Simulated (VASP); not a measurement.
Here is a VASP 6.6.1 calculation.

Contents of INCAR:

```
PREC     = Accurate       # precision mode
ENCUT    = 500            # plane-wave cutoff, eV
EDIFF    = 1E-6           # SCF threshold, eV
ISMEAR   = 0              # smearing method
SIGMA    = 0.01           # smearing width, eV
LREAL    = F              # projectors in reciprocal space
LASPH    = T              # aspherical terms in the spheres
NELM     = 120            # most SCF steps
ALGO     = Normal         # electronic algorithm
ISIF     = 2              # what is computed and relaxed
LWAVE    = F              # write WAVECAR
LCHARG   = F              # write CHGCAR
GGA      = PS             # functional
NBANDS   = 17             # bands
GGA_COMPAT= F
```

The input KPOINTS:

```
regular mesh
0
Gamma
  6 6 6
```

File POSCAR:

```
Na2S
1.0
    2.9628299537      2.9628299537      0.0000000000
   -2.9628299537      2.9628299537      0.0000000000
    0.0000000000      2.9628299537      2.9628299537
Na S
2 1
Direct
    0.2500000000      0.7500000000      0.5000000000
    0.7500000000      0.2500000000      0.5000000000
    0.0000000000      0.0000000000      0.0000000000
```

Potentials or basis: VASP PAW PBE potentials, release 64 (Na_pv, S).

Run with:

```bash
$ cat potpaw_PBE.64/Na_pv/POTCAR potpaw_PBE.64/S/POTCAR > POTCAR
$ mpirun -np 1 vasp_std > vasp.out
```

**Question.** What does it give for the pressure?

**Answer.** 15.2 GPa.

**Question.** What does it give for the band gap on the k mesh?

**Answer.** 3.46 eV, direct.

Caveat: the PAW data sets were made with another functional, which shifts forces and pressure a little. A k mesh can miss the band edges.
